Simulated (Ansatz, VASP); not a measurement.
# Two plane-wave programs on PN

```
P N
1.0
     2.29078    0.00000    0.00000
     0.00000    2.92317    0.00000
     0.00000    0.00000    3.36670
P N
1 1
Direct
  0.00000 0.00000 0.50000
  0.00000 0.00000 0.00000
```

Alike in both runs: functional PBE; dispersion D3(BJ); k mesh 18 × 14 × 12; occupations gaussian, width 0.1 eV; no spin polarisation.

Ansatz relaxed the structure, and its values are those at the end. VASP's run is a single point on that final structure, the one shown.

```csv
,VASP,Ansatz
version,VASP 6.6.1,Ansatz 0.2.0
potentials or method,"VASP PAW PBE potentials, release 64 (P, N), cutoff 520 eV","scalar-relativistic, plane waves, PAW"
valence electrons in the cell,10,10
```

|  | VASP | Ansatz | Ansatz less VASP |
| --- | --- | --- | --- |
| gap on the k mesh at the Fermi level (eV) | none | none | - |
| pressure (GPa) | -0.7 | 0.0 | +0.75 |

A gap of «none» marks a metal or a gap that the smearing closes.
